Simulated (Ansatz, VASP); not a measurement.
# Two plane-wave programs on Hf3S5

```
CELL_PARAMETERS angstrom
5.69560 -2.55827 0.00075
5.69560 2.55827 0.00075
-5.57892 0.00000 5.71795
ATOMIC_POSITIONS crystal
Hf 0.00000 0.00000 0.00000
Hf 0.79913 0.79913 0.39179
Hf 0.20087 0.20087 0.60821
S 0.30403 0.30403 0.40226
S 0.69597 0.69597 0.59774
S 0.50000 0.50000 0.00000
S 0.90709 0.90709 0.20703
S 0.09291 0.09291 0.79297
```

Alike in both runs: task single point; functional PBE; k mesh 8 × 8 × 6; occupations gaussian, width 0.1 eV; no spin polarisation.

|  | VASP | Ansatz |
| --- | --- | --- |
| version | VASP 6.6.1 | Ansatz 0.2.0 |
| potentials or method | VASP PAW PBE potentials, release 64 (Hf_pv, S), cutoff 520 eV | scalar-relativistic, plane waves, PAW |
| valence electrons in the cell | 60 | 108 |

```tsv
	VASP	Ansatz	Ansatz less VASP
gap on the k mesh at the Fermi level (eV)	none	none	-
pressure (GPa)	-0.6	0.0	+0.62
rms of the force components (eV/Å)	0.018	0.002	-0.0159
```

Atom by atom the forces differ by 0.017 eV/Å (rms over components). A gap of «none» marks a metal or a gap that the smearing closes. VASP's potentials hold 60 valence electrons a cell and Ansatz's 108, so a difference there can come from the potentials and not from the codes.

Spin-orbit coupling is off throughout.
